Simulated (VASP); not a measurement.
Input of a VASP 6.6.1 run:

The input INCAR:

```
SYSTEM = Ir
ALGO = Normal
EDIFF = 1E-6
ENCUT = 520
GGA = RP
ISIF = 2
ISMEAR = -1
LASPH = .True.
LCHARG = .True.
LELF = .True.
LREAL = .False.
LVHAR = .True.
LWAVE = .False.
NBANDS = 26
NELM = 60
PREC = Accurate
SIGMA = 0.1
```

KPOINTS

```
k-points
0
Gamma
  17 17 5
  0 0 0
```

File POSCAR:

```
Ir
1.0
    2.7504968556      0.0000000000      0.0000000000
   -1.3752484278      2.3820001499      0.0000000000
    0.0000000000      0.0000000000      8.9853741662
Ir
4
Direct
    1.0000000000      1.0000000000      1.0000000000
    1.0000000000      1.0000000000      0.5000000000
    0.3333333333      0.6666666667      0.2500000000
    0.6666666667      0.3333333333      0.7500000000
```

Potentials or basis: VASP PAW PBE potentials, release 64 (Ir).

The run is started by

```console
$ cat potpaw_PBE.64/Ir/POTCAR > POTCAR
$ mpirun -np 1 vasp_std > vasp.out
```

Task: Predict the band gap on the k mesh.

Result: Zero (bands 18 and 19 overlap by 2.23 eV).

Task: Predict the pressure.

Result: 0.3 GPa.

Stress tensor (GPa, compression positive):
```
0.38 0.00 0.00
0.00 0.38 0.00
0.00 0.00 0.00
```

Caveat: the PAW data sets were made with another functional, which shifts forces and pressure a little; spin-orbit coupling is left out, which moves the levels of the heavy elements.
